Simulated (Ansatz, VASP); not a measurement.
**Two plane-wave programs on C**

```xyz
3
Lattice="5.9476 0.0000 0.0000 -2.9738 5.1508 0.0000 0.0000 0.0000 1.2762" Properties=species:S:1:pos:R:3 pbc="T T T"
C    -2.9738    5.1508    0.0000
C     0.0000    3.4339    0.6381
C     2.9738    1.7169    0.6381
```

Alike in both runs: functional r2SCAN; k mesh 11 × 11 × 15; occupations fermi-dirac, width 0.1 eV; no spin polarisation.

Ansatz relaxed the structure, and its values are those at the end. VASP's run is a single point on that final structure, the one shown.

|  | VASP | Ansatz |
| --- | --- | --- |
| version | VASP 6.6.1 | Ansatz 0.2.0 |
| potentials or method | VASP PAW PBE potentials, release 64 (C), cutoff 520 eV | plane waves (500 eV) with PAW, scalar-relativistic |
| valence electrons in the cell | 12 | 12 |

|  | VASP | Ansatz | Ansatz less VASP |
| --- | --- | --- | --- |
| pressure (GPa) | 0.0 | 0.0 | +0.02 |

VASP's potentials were made for PBE, not for r2SCAN. With one functional, cell and mesh, what is left measures potentials, basis and numerics.
